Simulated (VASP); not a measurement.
Set up this calculation in VASP 6.6.1, as the native input.

* Task: single point
* Functional: PBE
* Potentials or basis: VASP PAW PBE potentials, release 64 (Al, Ga_d, As)
* Cutoff: 520 eV
* k mesh: 6 × 6 × 6
* Occupations: gaussian, width 0.1 eV
* Spin: no spin polarisation
* Dipole correction: no
* Further INCAR settings: ALGO = Normal; EDIFF = 1e-07; NBANDS = 26

The structure of Al2GaAs3 lies in POSCAR:

```
Al2GaAs3
1.0
   -2.0291834259      2.0291834259      8.5791261279
    2.0291834259     -2.0291834259      8.5791261279
    2.0291834259      2.0291834259     -8.5791261279
Al Ga As
2 1 3
Direct
    0.6667805724      0.6667805724      0.0000000000
    0.3332194276      0.3332194276      0.0000000000
    0.0000000000      0.0000000000      0.0000000000
    0.4160887314      0.9160887314      0.5000000000
    0.0839112686      0.5839112686      0.5000000000
    0.7500000000      0.2500000000      0.5000000000
```

The input as run:

INCAR

```
SYSTEM = Al2GaAs3
PREC = Accurate
ENCUT = 520
EDIFF = 1E-7
ISMEAR = 0
SIGMA = 0.1
LREAL = .FALSE.
LASPH = .TRUE.
NELM = 60
ALGO = Normal
ISIF = 2
LWAVE = .FALSE.
LCHARG = .TRUE.
GGA = PE
LELF = .TRUE.
LVHAR = .TRUE.
NBANDS = 26
```

KPOINTS

```
regular mesh
0
G
  6 6 6
  0 0 0
```

Potentials or basis: VASP PAW PBE potentials, release 64 (Al, Ga_d, As).

Launch:

```console
$ cat potpaw_PBE.64/Al/POTCAR potpaw_PBE.64/Ga_d/POTCAR potpaw_PBE.64/As/POTCAR > POTCAR
$ mpirun -np 1 vasp_std > vasp.out
```

It gave:

```
Pressure               : 0.2 GPa
Band gap on the k mesh : 1.12 eV
```

It took 16 min on 1 thread of Intel Xeon 8259CL (shared host), peak memory 0.73 GiB.
